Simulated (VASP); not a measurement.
Runs of VASP 6.6.1 on CoSi2. The structure is that of space group Fm-3m (No. 225), or close to it. The cells are those of the table. 

```csv
fixed moment (μB),cell,pressure (GPa),moment (μB)
2.2,"a = 3.854 Å, angles 60.0°, 3 atoms",2.6,2.20
1.375,"a = 3.806 Å, angles 60.0°, 3 atoms",(a),1.37
1.1,"a = 3.854 Å, angles 60.0°, 3 atoms",-7.6,1.10
1.375,"a = 3.901 Å, angles 60.0°, 3 atoms",-9.9,1.37
1.375,"a = 3.706 Å, angles 60.0°, 3 atoms",(b),1.38
```

Alike in all rows: task single point; level PBEsol; potentials or basis VASP PAW PBE potentials, release 64 (Co, Si); spin collinear, ferromagnetic start; k mesh 14 × 14 × 14; cutoff (eV) 520; smearing gaussian 0.15 eV.

Task: Fill in the values left out.

Result: (a) 1.1; (b) 17.4.

Caveats: the PAW data sets were made with another functional, which shifts forces and pressure a little; the total moment is fixed, so each spin has its own Fermi level.
